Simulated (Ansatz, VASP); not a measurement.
# Sr2CuSeO6: VASP beside Ansatz

```
CELL_PARAMETERS angstrom
0.00000 5.32633 0.00000
5.32633 0.00000 0.00000
2.66316 2.66316 -4.15177
ATOMIC_POSITIONS crystal
O 0.20600 0.29700 0.00000
O 0.29700 0.79400 0.00000
O 0.79400 0.70300 0.00000
O 0.70300 0.20600 0.00000
O 0.28000 0.28000 0.44000
O 0.72000 0.72000 0.56000
Sr 0.75000 0.25000 0.50000
Sr 0.25000 0.75000 0.50000
Cu 0.00000 0.00000 0.00000
Se 0.50000 0.50000 0.00000
```

Alike in both runs: task single point; functional r2SCAN; k mesh 4 × 4 × 4; occupations fermi-dirac, width 0.0402 eV; no spin polarisation.

```csv
,VASP,Ansatz
version,VASP 6.6.1,Ansatz 0.2.0
potentials or method,"VASP PAW PBE potentials, release 64 (O, Sr_sv, Cu, Se), cutoff 520 eV",PAW plane waves
valence electrons in the cell,73,91
```

|  | VASP | Ansatz | Ansatz less VASP |
| --- | --- | --- | --- |
| gap on the k mesh at the Fermi level (eV) | none | none | - |
| pressure (GPa) | -1.5 | -2.1 | -0.59 |
| traceless stress, the component that is largest in VASP (GPa) | 0.12 | 0.13 | +0.012 |
| rms of the force components (eV/Å) | 0.389 | 0.374 | -0.0141 |

VASP's potentials were made for PBE, not for r2SCAN. Atom by atom the forces differ by 0.026 eV/Å (rms over components). A gap of «none» marks a metal or a gap that the smearing closes. VASP's potentials hold 73 valence electrons a cell and Ansatz's 91, so a difference there can come from the potentials and not from the codes.

The k mesh is coarse, so the values compare programs but aren't converged.
